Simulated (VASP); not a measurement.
A run of VASP 6.6.1 is set up as follows.

The input INCAR:

```
ALGO = Normal
EDIFF = 1E-8
ENCUT = 520
GGA = PS
ISIF = 2
ISMEAR = -1
LASPH = T
LCHARG = F
LEFG = T
LREAL = F
LWAVE = F
NBANDS = 15
NELM = 80
PREC = Accurate
SIGMA = 0.02
```

The input KPOINTS:

```
k-points
0
Gamma
  8 8 8
```

POSCAR

```
BaS
1.0
    0.0000000000      3.1830684821      3.1830684821
    3.1830684821      0.0000000000      3.1830684821
    3.1830684821      3.1830684821      0.0000000000
Ba S
1 1
Direct
    0.0000000000      0.0000000000      0.0000000000
    0.5000000000      0.5000000000      0.5000000000
```

Potentials or basis: VASP PAW PBE potentials, release 64 (Ba_sv, S).

The run is started by

```sh
$ cat potpaw_PBE.64/Ba_sv/POTCAR potpaw_PBE.64/S/POTCAR > POTCAR
$ mpirun -np 1 vasp_std > vasp.out
```

(1) Predict the pressure.

(2) What does it give for the band gap on the k mesh?

Answers

(1) -0.1 GPa.

(2) 1.96 eV (least direct gap 2.10 eV).

Caveat: the PAW data sets were made with another functional, which shifts forces and pressure a little; spin-orbit coupling is left out, which moves the levels of the heavy elements.
